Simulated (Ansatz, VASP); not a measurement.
## One calculation of TiSi2, two programs

Contents of POSCAR:

```
TiSi2
1.0
    1.7651050200     -6.7592815400      0.0000000000
    1.7651050200      6.7592815400      0.0000000000
    0.0000000000      0.0000000000      3.5651739700
Ti Si
2 4
Direct
    0.8968819200      0.1031180800      0.7500000000
    0.1031180800      0.8968819200      0.2500000000
    0.5582514500      0.4417485500      0.7500000000
    0.4417485500      0.5582514500      0.2500000000
    0.2496851800      0.7503148200      0.7500000000
    0.7503148200      0.2496851800      0.2500000000
```

File INCAR.step1:

```
SYSTEM = TiSi2
PREC = Accurate
ENCUT = 520
ISMEAR = 0
SIGMA = 0.1
LREAL = .False.
LASPH = .True.
NELM = 80
NBANDS = 29
GGA = PE
ALGO = Normal
EDIFF = 1E-4
LWAVE = .True.
LCHARG = .False.
```

Contents of INCAR.step2:

```
SYSTEM = TiSi2
PREC = Accurate
ENCUT = 520
EDIFF = 1E-7
ISMEAR = 0
SIGMA = 0.1
LREAL = .False.
LASPH = .True.
NELM = 80
ALGO = Normal
ISIF = 2
LWAVE = .False.
LCHARG = .False.
METAGGA = R2SCAN
LMIXTAU = .True.
LUSE_VDW = .True.
IVDW_NL = 2
BPARAM = 11.95
CPARAM = 0.0093
NBANDS = 29
ISTART = 1
```

The input KPOINTS:

```
Automatic mesh
0
Gamma
  6 6 6
  0 0 0
```

Input for Ansatz:

```yaml
crystal:
  lattice:
    - [1.76510502, -6.75928154, 0.0]
    - [1.76510502, 6.75928154, 0.0]
    - [0.0, 0.0, 3.56517397]
  atoms:
    - { symbol: Ti, position: [0.89688192, 0.10311808, 0.75] }
    - { symbol: Ti, position: [0.10311808, 0.89688192, 0.25] }
    - { symbol: Si, position: [0.55825145, 0.44174855, 0.75] }
    - { symbol: Si, position: [0.44174855, 0.55825145, 0.25] }
    - { symbol: Si, position: [0.24968518, 0.75031482, 0.75] }
    - { symbol: Si, position: [0.75031482, 0.24968518, 0.25] }
basis:
  ecutwfc: 500
kpoints:
  mp_grid: { grid: [6, 6, 6] }
hamiltonian:
  xc: r2scan
  dispersion: rvv10
  pseudopotentials: { kind: paw, azcp: { folder: soft_1 } }
scf:
  occupations: { method: gaussian, width: 0.1 }
output:
  forces: true
  stress: true
  eigenvalues: true
```

Alike in both runs: task single point; functional r2SCAN; dispersion rVV10; k mesh 6 × 6 × 6; occupations gaussian, width 0.1 eV; no spin polarisation.

|  | VASP | Ansatz |
| --- | --- | --- |
| version | VASP 6.6.1 | Ansatz 0.2.0 |
| potentials or method | VASP PAW PBE potentials, release 64 (Ti_sv, Si), cutoff 520 eV | scalar-relativistic, plane waves, PAW |
| valence electrons in the cell | 40 | 40 |

VASP gave:

- gap on the k mesh at the Fermi level (eV): none
- pressure (GPa): -0.5
- traceless stress, the component that is largest in VASP (GPa): -0.21
- rms of the force components (eV/Å): 0.023

Question: Which values does Ansatz return?

Answer: gap on the k mesh at the Fermi level (eV): none; pressure (GPa): -0.8; traceless stress, the component that is largest in VASP (GPa): -0.13; rms of the force components (eV/Å): 0.027.

VASP's potentials were made for PBE, not for r2SCAN. Atom by atom the forces differ by 0.004 eV/Å (rms over components). A gap of «none» marks a metal or a gap that the smearing closes.
